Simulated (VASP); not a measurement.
A run of VASP 6.6.1 is set up as follows.

INCAR

```
PREC = Accurate
ENCUT = 520
EDIFF = 1E-8
ISMEAR = -1
SIGMA = 0.05
LREAL = False
LASPH = True
NELM = 100
ALGO = Normal
ISIF = 2
LWAVE = False
LCHARG = False
LEFG = True
NBANDS = 17
```

Contents of KPOINTS:

```
Automatic mesh
0
Gamma
  14 14 12
```

POSCAR

```
B2W
1.0
    3.0200014205      0.0000000000      0.0000000000
   -1.5100007103      2.6153979496      0.0000000000
    0.0000000000      0.0000000000      3.0500000000
B W
2 1
Direct
    0.3333333333      0.6666666667      0.5000000000
    0.6666666667      0.3333333333      0.5000000000
    0.0000000000      0.0000000000      0.0000000000
```

Potentials or basis: VASP PAW LDA potentials, release 64 (B, W_sv).

Launch:

```console
$ cat potpaw_LDA.64/B/POTCAR potpaw_LDA.64/W_sv/POTCAR > POTCAR
$ mpirun -np 1 vasp_std > vasp.out
```

Question: Predict the pressure.

Answer: 24.3 GPa.

Question: Estimate the band gap on the k mesh.

Answer: Zero (bands 10 and 11 overlap by 4.76 eV).

Stress tensor (GPa, compression positive):
```
18.68  0.00  0.00
 0.00 18.68  0.00
 0.00  0.00 35.56
```

Caveat: the cell stands under pressure; without QUAD_EFG the Cq values of the log hold for a quadrupole moment of 1 mb, not for the nuclei; spin-orbit coupling is left out, which moves the levels of the heavy elements.
